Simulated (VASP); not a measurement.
# La5Lu2F in VASP: further runs

The runs below take La5Lu2F through relaxation of cell and atoms, single point, with PBE.

All numbers are computed with VASP 6.6.1; they aren't measurements. Logs are shortened: lines on timing, memory, paths and dates and some standing lists are left out, and cuts for length are marked.

### Step 1. The cell of the first run

Symmetry: P-3m1, No. 164, trigonal system. The conventional cell has a = 3.600 Å, b = 3.600 Å, c = 18.100 Å, α = 90.00°, β = 90.00°, γ = 120.00°. La (site symmetry 3m) has 3 Lu at 3.32 Å and 9 La at 3.32 to 3.60 Å and 1 F at 3.88 Å within 4.4 Å. Within 3.4 Å of La (site symmetry 3m) lie 3 F at 2.45 Å and 6 La at 3.32 Å. Within 4.4 Å of La (site symmetry -3m) lie 6 Lu at 3.32 Å and 6 La at 3.60 Å. Within 4.4 Å of Lu (site symmetry 3m) lie 6 La at 3.32 Å and 6 Lu at 3.60 Å. Within 3.2 Å of F (site symmetry -3m) lie 6 La at 2.45 Å.

### Step 2. Relaxation of cell and atoms, PBE (with an interstitial atom)

Input file INCAR:

```
PREC = Accurate
ENCUT = 600
EDIFF = 1E-6
ISMEAR = 0
SIGMA = 0.2
LREAL = F
LASPH = T
NELM = 100
ALGO = Normal
ISIF = 3
LWAVE = F
LCHARG = F
GGA = PE
IBRION = 2
NSW = 36
EDIFFG = -0.08
```

Input file KPOINTS:

```
regular mesh
0
Gamma
  5 5 1
```

Input file POSCAR:

```
La5Lu2F
1.0
    3.6000000000      0.0000000000      0.0000000000
   -1.8000000000      3.1176914500      0.0000000000
    0.0000000000      0.0000000000     18.1000000000
La Lu F
5 2 1
Direct
    0.0000000000      0.0000000000      0.2143000000
    0.6666666700      0.3333333300      0.9286000000
    0.3333333300      0.6666666700      0.0714000000
    0.0000000000      0.0000000000      0.7857000000
    0.0000000000      0.0000000000      0.5000000000
    0.6666666700      0.3333333300      0.3571000000
    0.3333333300      0.6666666700      0.6429000000
    0.0000000000      0.0000000000      0.0000000000
```

Potentials or basis: VASP PAW PBE potentials, release 64 (La, Lu, F).

Command:

```bash
> cat potpaw_PBE.64/La/POTCAR potpaw_PBE.64/Lu/POTCAR potpaw_PBE.64/F/POTCAR > POTCAR
> mpirun -np 1 vasp_std > vasp.out
```

OUTCAR:

```text
PREC = Accurate
   ENCUT = 600
   EDIFF = 1E-6
   ISMEAR = 0
   LREAL = F
   LASPH = T
   NELM = 100
   ISIF = 3
   GGA = PE
   IBRION = 2
   NSW = 36
   EDIFFG = -0.08

 ion  position               nearest neighbor table
   1  0.000  0.000  0.214-   6 3.32   6 3.32   6 3.32   3 3.32   3 3.32   3 3.32
   2  0.667  0.333  0.929-   8 2.45   8 2.45   8 2.45   3 3.32   3 3.32   3 3.32   4 3.32   4 3.32
                             4 3.32
   3  0.333  0.667  0.071-   8 2.45   8 2.45   8 2.45   2 3.32   2 3.32   2 3.32   1 3.32   1 3.32
                             1 3.32
   4  0.000  0.000  0.786-   7 3.32   7 3.32   7 3.32   2 3.32   2 3.32   2 3.32
   5  0.000  0.000  0.500-   6 3.32   7 3.32   7 3.32   6 3.32   6 3.32   7 3.32
   6  0.667  0.333  0.357-   1 3.32   1 3.32   1 3.32   5 3.32   5 3.32   5 3.32
   7  0.333  0.667  0.643-   4 3.32   4 3.32   4 3.32   5 3.32   5 3.32   5 3.32
   8  0.000  0.000  0.000-   2 2.45   3 2.45   3 2.45   2 2.45   2 2.45   3 2.45

  LATTYP: Found a hexagonal cell.
 ALAT       =     3.6000000000
 C/A-ratio  =     5.0277777778

  Lattice vectors:

 A1 = (   3.6000000000,   0.0000000000,   0.0000000000)
 A2 = (  -1.8000000000,   3.1176914500,   0.0000000000)
 A3 = (   0.0000000000,   0.0000000000,  18.1000000000)

Analysis of symmetry for initial positions (statically):
=====================================================================
 Subroutine PRICEL returns:
 Original cell was already a primitive cell.

 Routine SETGRP: Setting up the symmetry group for a
 hexagonal supercell.

 Subroutine GETGRP returns: Found 12 space group operations
 (whereof 12 operations were pure point group operations)
 out of a pool of 24 trial point group operations.

The static configuration has the point symmetry D_3d.

Analysis of symmetry for dynamics (positions and initial velocities):
=====================================================================
 Subroutine PRICEL returns:
 Original cell was already a primitive cell.

 Routine SETGRP: Setting up the symmetry group for a
 hexagonal supercell.

 Subroutine GETGRP returns: Found 12 space group operations
 (whereof 12 operations were pure point group operations)
 out of a pool of 24 trial point group operations.

The dynamic configuration has the point symmetry D_3d.

 Subroutine INISYM returns: Found 12 space group operations
 (whereof 12 operations are pure point group operations),
 and found     1 'primitive' translations

----------------------------------------------------------------------------------------

                                     Primitive cell

  volume of cell :     203.1488

  direct lattice vectors                    reciprocal lattice vectors
     3.600000000  0.000000000  0.000000000     0.277777778  0.160375075  0.000000000
    -1.800000000  3.117691450  0.000000000     0.000000000  0.320750150  0.000000000
     0.000000000  0.000000000 18.100000000     0.000000000  0.000000000  0.055248619

  length of vectors
     3.600000000  3.599999997 18.100000000     0.320750150  0.320750150  0.055248619

  position of ions in fractional coordinates (direct lattice)
     0.000000000  0.000000000  0.214300000
     0.666666670  0.333333330  0.928600000
     0.333333330  0.666666670  0.071400000
     0.000000000  0.000000000  0.785700000
     0.000000000  0.000000000  0.500000000
     0.666666670  0.333333330  0.357100000
     0.333333330  0.666666670  0.642900000
     0.000000000  0.000000000  0.000000000

  ion indices of the primitive-cell ions
   primitive index   ion index
                 1           1
                 2           2
                 3           3
                 4           4
                 5           5
                 6           6
                 7           7
                 8           8

----------------------------------------------------------------------------------------

 KPOINTS: regular mesh

Automatic generation of k-mesh.
 Grid dimensions read from file:
 generate k-points for:    5    5    1

 Generating k-lattice:

  Cartesian coordinates                     Fractional coordinates (reciprocal lattice)
     0.055555556  0.032075015  0.000000000     0.200000000  0.000000000  0.000000000
     0.000000000  0.064150030  0.000000000     0.000000000  0.200000000  0.000000000
     0.000000000  0.000000000  0.055248619     0.000000000  0.000000000  1.000000000

  Length of vectors
     0.064150030  0.064150030  0.055248619

  Shift w.r.t. Gamma in fractional coordinates (k-lattice)
     0.000000000  0.000000000  0.000000000

 Subroutine IBZKPT returns following result:
 ===========================================

 Found      5 irreducible k-points:

 Following reciprocal coordinates:
            Coordinates               Weight
  0.000000  0.000000  0.000000      1.000000
  0.200000  0.000000  0.000000      6.000000
  0.400000  0.000000  0.000000      6.000000
  0.200000  0.200000  0.000000      6.000000
  0.400000  0.200000  0.000000      6.000000
   k-points           NKPTS =      5   k-points in BZ     NKDIM =      5   number of bands    NBANDS=     67
   number of dos      NEDOS =    301   number of ions     NIONS =      8
   total plane-waves  NPLWV = 135000
   dimension x,y,z NGX =    30 NGY =   30 NGZ =  150
   dimension x,y,z NGXF=    60 NGYF=   60 NGZF=  300
   ions per type =               5   2   1
   NGX,Y,Z   is equivalent  to a cutoff of  13.85, 13.85, 13.78 a.u.
   NGXF,Y,Z  is equivalent  to a cutoff of  27.71, 27.71, 27.55 a.u.
 SYSTEM =  unknown system
   PREC   = accura    normal or accurate (medium, high low for compatibility)
   ISTART =      0    job   : 0-new  1-cont  2-samecut
   ICHARG =      2    charge: 1-file 2-atom 10-const
   ISPIN  =      1    spin polarized calculation?
   LNONCOLLINEAR =      F non collinear calculations
   LSORBIT =      F    spin-orbit coupling
   LASPH  =      T    aspherical Exc in radial PAW
   ENCUT  =  600.0 eV  44.10 Ry    6.64 a.u.   7.19  7.19 36.15*2*pi/ulx,y,z
   NELM   =    100;   NELMIN=  2; NELMDL= -5     # of ELM steps
   EDIFF  = 0.1E-05   stopping-criterion for ELM
   LREAL  =      F    real-space projection
   EDIFFG = -.8E-01   stopping-criterion for IOM
   NSW    =     36    number of steps for IOM
   IBRION =      2    ionic relax: 0-MD 1-quasi-New 2-CG
   NFREE  =      1    steps in history (QN), initial steepest desc. (CG)
   ISIF   =      3    stress and relaxation
   ISYM   =      2    0-nonsym 1-usesym 2-fastsym
   POTIM  = 0.5000    time-step for ionic-motion
   TEBEG  =    0.0;   TEEND  =   0.0 temperature during run
   PSTRESS=    0.0 pullay stress
   NELECT =     112.0000    total number of electrons
   NUPDOWN=      -1.0000    fix difference up-down
   EMIN   =  10.00;   EMAX   =-10.00  energy-range for DOS
   EFERMI =   0.00;   METHOD = LEGACY
   ISMEAR =     0;   SIGMA  =   0.20  broadening in eV -4-tet -1-fermi 0-gaus
   EFERMI_NEDOS =   21; number of points for ismear=-14 and -15
   IALGO  =     38    algorithm
   IMIX   =      4    mixing-type and parameters
     AMIX     =   0.40;   BMIX     =  1.00
     AMIX_MAG =   1.60;   BMIX_MAG =  1.00
  volume/ion in A,a.u.               =      25.39       171.36
  Fermi-wavevector in a.u.,A,eV,Ry     =   1.342382  2.536734 24.517553  1.801989
  Thomas-Fermi vector in A             =   2.470540
   LORBIT       =      0    0 simple, 1 ext, 2 COOP (PROOUT), +10 PAW based schemes
   GGA     = PE    functional components
   LHFCALC =     F    Hartree Fock is set to
   AEXX    =    0.0000 exact exchange contribution
   IVDW    =     0    specifies the selected vdW correction
   LEPSILON=     F    determine dielectric tensor
   LRPA    =     F    only Hartree local field effects (RPA)
 conjugate gradient relaxation of ions
 non-spin polarized calculation
 Gauss-broadening in eV      SIGMA  =   0.20
  energy-cutoff  :      600.00
  volume of cell :      203.15
 maximum number of plane-waves:      6809
 NGX is ok and might be reduce to    30
   NGX = 15   NGY = 15   NGZ = 73

--------------------------------------- Ionic step        1  -------------------------------------------

 number of electron     112.0000005 magnetization

 Free energy of the ion-electron system (eV)
  ---------------------------------------------------
  ext. energy  EPLUGINS =         0.00000000
  ---------------------------------------------------
  free energy    TOTEN  =       -37.78741191 eV

  energy without entropy =      -37.63526609  energy(sigma->0) =      -37.71133900

 E-fermi :   8.4523     XC(G=0): -10.8130

 val. band max:        8.3145153124   @ k =   0.2000   0.0000   0.0000
 cond. band min:       8.5214346327   @ k =   0.4000   0.2000   0.0000
 fundamental gap:      0.2069193203
 Fermi energy:         8.4522729205

 k-point     1 :       0.0000    0.0000    0.0000
  band No.  band energies     occupation
      1     -47.6439      2.00000
      2     -47.6439      2.00000
      3     -24.6289      2.00000
      4     -24.0950      2.00000
      5     -23.8825      2.00000
      6     -23.8116      2.00000
[... 458 lines left out ...]
  FREE ENERGIE OF THE ION-ELECTRON SYSTEM (eV)
  ---------------------------------------------------
  free  energy   TOTEN  =       -39.6002740522 eV

  energy  without entropy=      -39.3971604949  energy(sigma->0) =      -39.49871727

[... ionic steps 4 to 13 ...]

--------------------------------------- Ionic step       14  -------------------------------------------

 number of electron     112.0000008 magnetization

------------------------ aborting loop because EDIFF is reached ----------------------------------------

  FORCE on cell =-STRESS in cart. coord.  units (eV):
  Direction    XX          YY          ZZ          XY          YZ          ZX
  --------------------------------------------------------------------------------------
  -------------------------------------------------------------------------------------
  Total       -0.2926111     -0.2926111      0.3341456      0.0000000      0.0000000      0.0000000
  in kB       -1.8592200     -1.8592200      2.1231258      0.0000000      0.0000000      0.0000000
  external PRESSURE =      -0.5317714 kB  Pullay stress =       0.0000000 kB
[... 69 lines left out ...]
  energy  without entropy=      -39.5527781511  energy(sigma->0) =      -39.65910242

--------------------------------------- Ionic step       16  -------------------------------------------

 number of electron     112.0000013 magnetization

 Free energy of the ion-electron system (eV)
  ---------------------------------------------------
  ext. energy  EPLUGINS =         0.00000000
  ---------------------------------------------------
  free energy    TOTEN  =       -39.76567263 eV

  energy without entropy =      -39.55176855  energy(sigma->0) =      -39.65872059

 E-fermi :   6.5197     XC(G=0):  -9.8513

 val. band max:        6.5088665288   @ k =   0.4000   0.2000   0.0000
 cond. band min:       6.5486849768   @ k =   0.2000   0.0000   0.0000
 fundamental gap:      0.0398184480
 Fermi energy:         6.5196903908

 k-point     1 :       0.0000    0.0000    0.0000
  band No.  band energies     occupation
      1     -50.0462      2.00000
      2     -50.0462      2.00000
      3     -26.5447      2.00000
      4     -26.4197      2.00000
      5     -26.1611      2.00000
      6     -26.1111      2.00000
[... 374 lines left out ...]
  FREE ENERGIE OF THE ION-ELECTRON SYSTEM (eV)
  ---------------------------------------------------
  free  energy   TOTEN  =       -39.7656726302 eV

  energy  without entropy=      -39.5517685516  energy(sigma->0) =      -39.65872059

 reached required accuracy - stopping structural energy minimisation
```

It took 38 min on 1 thread of AMD EPYC 7R43 (Zen 3), shared host; peak memory 0.42 GiB.

What came out:

| Quantity | Value |
| --- | --- |
| Free energy | -39.7657 eV |
| Relaxed volume | 31.51 Å³/atom |
| Relaxed cell | a = 3.745 Å, b = 3.745 Å, c = 20.751 Å, α = 90.00°, β = 90.00°, γ = 120.00° |
| Space group after relaxing (to 0.1 Å) | P-3m1 (No. 164) |
| Energy gained by relaxing | 247.3 meV/atom |
| Ionic steps | 16 |
| Pressure after relaxing | -0.1 GPa |
| Largest force after relaxing | 0.068 eV/Å |
| Band gap on the k mesh | zero (bands 56 and 57 overlap by 1.00 eV) |

Forces on the atoms (eV/Å):
```
La   0.000  0.000 -0.026
La   0.000  0.000 -0.028
La   0.000  0.000  0.028
La   0.000  0.000  0.026
La   0.000  0.000  0.000
Lu   0.000  0.000  0.068
Lu   0.000  0.000 -0.068
F    0.000  0.000  0.000
```

Step by step:
| step | energy change (eV) | largest force (eV/Å) | pressure (GPa) | volume (Å³) |
| --- | --- | --- | --- | --- |
| 1 | 0.0000 | 1.8506 | 11.48 | 203.15 |
| 2 | -1.7848 | 0.4773 | -1.30 | 261.20 |
| 3 | -1.8129 | 0.4820 | -0.32 | 253.25 |
| 4 | -1.8126 | 0.4814 | -0.46 | 254.33 |
| 5 | -1.8933 | 0.3630 | -0.29 | 253.09 |
| 6 | -1.9149 | 0.2823 | -0.11 | 251.98 |
| 7 | -1.9261 | 0.2515 | 0.05 | 251.00 |
| 8 | -1.9455 | 0.1509 | 0.52 | 248.14 |
| 9 | -1.9474 | 0.1312 | 0.69 | 246.97 |
| 10 | -1.9536 | 0.1336 | 0.57 | 247.70 |
| 11 | -1.9658 | 0.1368 | 0.29 | 249.75 |
| 12 | -1.9684 | 0.1468 | -0.29 | 253.87 |
| 13 | -1.9708 | 0.1428 | -0.07 | 252.17 |
| 14 | -1.9736 | 0.1264 | -0.05 | 252.16 |
| 15 | -1.9780 | 0.0816 | -0.06 | 252.12 |
| 16 | -1.9783 | 0.0683 | -0.07 | 252.11 |

Final structure:
```yaml
crystal:
  lattice:
    - [3.74548, 0.00000, 0.00000]
    - [-1.87274, 3.24368, 0.00000]
    - [0.00000, 0.00000, 20.75110]
  atoms:
    - { symbol: La, position: [0.00000, 0.00000, 0.22594] }
    - { symbol: La, position: [0.66667, 0.33333, 0.92436] }
    - { symbol: La, position: [0.33333, 0.66667, 0.07564] }
    - { symbol: La, position: [0.00000, 0.00000, 0.77406] }
    - { symbol: La, position: [0.00000, 0.00000, 0.50000] }
    - { symbol: Lu, position: [0.66667, 0.33333, 0.36151] }
    - { symbol: Lu, position: [0.33333, 0.66667, 0.63849] }
    - { symbol: F, position: [0.00000, 0.00000, 0.00000] }
```

Caveat: the k points lie up to 0.39 Å⁻¹ apart in the final cell, too coarse for converged energies and pressures of a metal; the cell differs from its parent crystal (with an interstitial atom); the volume moved by over 15 % at a fixed basis, so the end points are rough; spin-orbit coupling is left out, which moves the levels of the heavy elements; the relaxation stopped at a loose force limit of 0.08 eV/Å, so its end isn't a converged minimum.

### Step 3. Single point, PBE

This run uses another cell than the first one, of 31.01 Å³/atom.

Input file INCAR:

```
SYSTEM = La5Lu2F
  PREC = Accurate
  ENCUT = 520
  EDIFF = 1E-6
  ISMEAR = 0
  SIGMA = 0.2
  LREAL = .FALSE.
  LASPH = .TRUE.
  NELM = 100
  ALGO = Normal
  ISIF = 2
  LWAVE = .FALSE.
  LCHARG = .FALSE.
  GGA = PE
  NBANDS = 66
```

Input file KPOINTS:

```
Automatic mesh
0
G
  6 6 1
  0 0 0
```

Input file POSCAR:

```
La5Lu2F
1.0
    3.6971157016     -0.0001665905      0.0009421716
   -1.8486919043      3.2002902462     -0.0012244992
    0.0056054767     -0.0050522838     20.9704890988
La Lu F
5 2 1
Direct
   -0.0000415828      0.0007804334      0.2264575444
    0.6671888634      0.3333332643      0.9206374457
    0.3336073877      0.6669127467      0.0793114162
    1.0004497341      1.0002222770      0.7735587166
   -0.0007043129     -0.0005463227      0.5000245015
    0.6660629440      0.3329763553      0.3633686731
    0.3330260502      0.6663385644      0.6366791401
    0.0004109162     -0.0000173184      0.9999625625
```

Potentials or basis: VASP PAW PBE potentials, release 64 (La, Lu, F).

Command:

```bash
> cat potpaw_PBE.64/La/POTCAR potpaw_PBE.64/Lu/POTCAR potpaw_PBE.64/F/POTCAR > POTCAR
> mpirun -np 1 vasp_std > vasp.out
```

Run time: 12 min. Hardware: 1 thread of AMD EPYC 7R43 (Zen 3), shared host; peak memory 0.47 GiB.

It converged, with:

```
Free energy            : -39.9149 eV
Pressure               : 0.1 GPa
Largest force          : 0.004 eV/Å
Band gap on the k mesh : zero (bands 56 and 57 overlap by 0.86 eV)
```

Forces on the atoms (eV/Å):
```
La   0.001 -0.002  0.004
La  -0.001 -0.001  0.004
La   0.000  0.000 -0.003
La  -0.001 -0.001 -0.004
La   0.001  0.001  0.000
Lu   0.000  0.001 -0.003
Lu   0.000  0.001  0.001
F    0.000  0.001  0.001
```

Levels at points of the mesh, in eV from the Fermi level:
```
           k point  band 53  band 54  band 55  band 56  band 57  band 58  band 59  band 60
(0.00, 0.00, 0.00)    -1.11     0.40     0.63     0.80     0.95     1.31     1.36     1.37
(0.50, 0.00, 0.00)    -0.94    -0.87    -0.82    -0.65     0.19     0.50     0.66     0.76
(0.00, 0.50, 0.00)    -0.94    -0.87    -0.82    -0.65     0.19     0.50     0.66     0.77
(0.50, 0.50, 0.00)    -0.94    -0.86    -0.82    -0.65     0.19     0.50     0.66     0.76
```

Caveat: spin-orbit coupling is left out, which moves the levels of the heavy elements.
